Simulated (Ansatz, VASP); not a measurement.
One calculation of SnS3, two programs

```
Sn S
1.0
     4.28090    0.00000    0.00000
     0.00000    4.28090    0.00000
     0.00000    0.00000    4.28090
Sn S
1 3
Direct
  0.00000 0.00000 0.00000
  0.50000 0.50000 0.00000
  0.00000 0.50000 0.50000
  0.50000 0.00000 0.50000
```

Change from the starting cell: species swapped into the InPt3 type (Pm-3m, No. 221).

Alike in both runs: task relaxation of cell and atoms; functional PBE; k mesh 12 × 12 × 12; occupations gaussian, width 0.1 eV; no spin polarisation.

```csv
,VASP,Ansatz
version,VASP 6.6.1,Ansatz 0.2.0
potentials or method,"VASP PAW PBE potentials, release 64 (Sn_d, S), cutoff 600 eV","scalar-relativistic, plane waves, PAW"
valence electrons in the cell,32,32
```

```csv
,VASP,Ansatz,Ansatz less VASP
"gap on the k mesh at the Fermi level, each at its own relaxed structure (eV)",none,none,-
relaxed volume (Å³/atom),19.61,19.61,0.000
relaxed cell length with the largest relative difference (Å),4.281,4.281,0.0000
```

A gap of «none» marks a metal or a gap that the smearing closes.

Noted on VASP's run: the relaxation stopped at its first step, so nothing moved.
